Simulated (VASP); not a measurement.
Here is a VASP 6.6.1 calculation.

Contents of INCAR:

```
SYSTEM = InGa3As4
PREC = Accurate
ENCUT = 520
EDIFF = 1E-6
ISMEAR = -1
SIGMA = 0.02
LREAL = .False.
LASPH = .True.
NELM = 80
ALGO = Normal
ISIF = 2
LWAVE = .False.
LCHARG = .False.
GGA = PE
NBANDS = 46
```

File KPOINTS:

```
regular mesh
0
Gamma
  6 4 4
  0 0 0
```

Contents of POSCAR:

```
InGa3As4
1.0
    4.1364811116      0.0000000000      0.0000000000
    0.0000000000      8.2904735981      0.0000000000
    0.0000000000      0.0000000000      5.8593775600
Ga As In
3 4 1
Direct
    0.0000000000      0.7580414007     -0.0002489526
    0.5000000000      0.0000000000      0.4980044470
    0.0000000000      0.2419585993     -0.0002489526
    0.5000000000      0.7623847093      0.2406404709
    0.0000000000      0.0000000000      0.7416947380
    0.5000000000      0.2376152907      0.2406404709
    0.0000000000      0.5000000000      0.7791784276
    0.5000000000      0.5000000000      0.5003393506
```

Potentials or basis: VASP PAW PBE potentials, release 64 (Ga_d, As, In_d).

Run with:

```bash
$ cat potpaw_PBE.64/Ga_d/POTCAR potpaw_PBE.64/As/POTCAR potpaw_PBE.64/In_d/POTCAR > POTCAR
$ mpirun -np 1 vasp_std > vasp.out
```

What does it give for the band gap on the k mesh?

0.04 eV, indirect (least direct gap 0.05 eV).

Predict the largest force.

0.007 eV/Å.

Predict the pressure.

0.1 GPa.

Forces in eV/Å, atoms in the order of the input:
```
Ga   0.000  0.001 -0.001
Ga   0.000  0.000  0.002
Ga   0.000 -0.001 -0.001
As   0.000 -0.006  0.004
As   0.000  0.000 -0.001
As   0.000  0.006  0.004
As   0.000  0.000 -0.004
In   0.000  0.000 -0.002
```

Caveat: spin-orbit coupling is left out, which moves the levels of the heavy elements.
